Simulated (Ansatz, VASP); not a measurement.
## One calculation of NiMoIrPdW, two programs

File INCAR:

```
SYSTEM = NiMoIrPdW
PREC = Accurate
ENCUT = 520
EDIFF = 1E-6
ISMEAR = -1
SIGMA = 0.05
LREAL = .FALSE.
LASPH = .TRUE.
NELM = 150
ALGO = Fast
ISIF = 2
LWAVE = .FALSE.
LCHARG = .TRUE.
ISPIN = 2
MAGMOM = 1 1 0 0.6 0
LORBIT = 11
LMAXMIX = 4
GGA = PE
LELF = .TRUE.
LVHAR = .TRUE.
NBANDS = 40
```

Contents of KPOINTS:

```
Automatic mesh
0
G
  5 5 4
  0 0 0
```

File POSCAR:

```
NiMoIrPdW
1.0
    4.1467000000      0.0000000000      0.0000000000
   -2.0733500000      3.5911500000      0.0000000000
    0.0000000000      0.0000000000      5.4162900000
Ni Mo Pd Ir W
1 1 1 1 1
Direct
    0.0000000000      0.0000000000      0.0222100000
    0.6666700000      0.3333300000      0.4599600000
    0.3333300000      0.6666700000      0.7460100000
    0.3333300000      0.6666700000      0.2564100000
    0.6666700000      0.3333300000      0.9998500000
```

File input.yaml:

```yaml
crystal:
  lattice:
    - [4.1467, 0.0, 0.0]
    - [-2.07335, 3.59115, 0.0]
    - [0.0, 0.0, 5.41629]
  atoms:
    - { symbol: Ni, position: [0.0, 0.0, 0.02221], spin: 1.0 }
    - { symbol: Mo, position: [0.66667, 0.33333, 0.45996], spin: 1.0 }
    - { symbol: Pd, position: [0.33333, 0.66667, 0.74601] }
    - { symbol: Ir, position: [0.33333, 0.66667, 0.25641], spin: 0.6 }
    - { symbol: W, position: [0.66667, 0.33333, 0.99985] }
kpoints:
  mp_grid: { grid: [5, 5, 4] }
scf:
  occupations: { method: fermi_dirac, width: 0.05 }
hamiltonian:
  xc: pbe
  pseudopotentials: { kind: all_electron, lapw: { basis_error: 0.003 } }
magnetization:
  spin_polarized: true
output:
  forces: true
  stress: true
  eigenvalues: true
```

Alike in both runs: task single point; functional PBE; k mesh 5 × 5 × 4; occupations fermi-dirac, width 0.05 eV; collinear spin.

|  | VASP | Ansatz |
| --- | --- | --- |
| version | VASP 6.6.1 | Ansatz 0.2.0 |
| potentials or method | VASP PAW PBE potentials, release 64 (Ni, Mo_sv, Pd, Ir, W_sv), cutoff 520 eV | all-electron LAPW, scalar-relativistic |

```csv
,VASP,Ansatz,Ansatz less VASP
gap on the k mesh at the Fermi level (eV),none,none,-
pressure (GPa),0.3,0.1,-0.26
"traceless stress, the component that is largest in VASP (GPa)",0.32,0.34,+0.020
rms of the force components (eV/Å),0.039,0.046,+0.0069
net moment per atom (μB),0.00,0.00,0.000
```

Atom by atom the forces differ by 0.012 eV/Å (rms over components). A gap of «none» marks a metal or a gap that the smearing closes. Ansatz ran all-electron here, and VASP with PAW potentials.

Neither program's run includes spin-orbit coupling. Noted on Ansatz's run: the k mesh is thin for a metal, which can move the energy by tens of meV per atom.
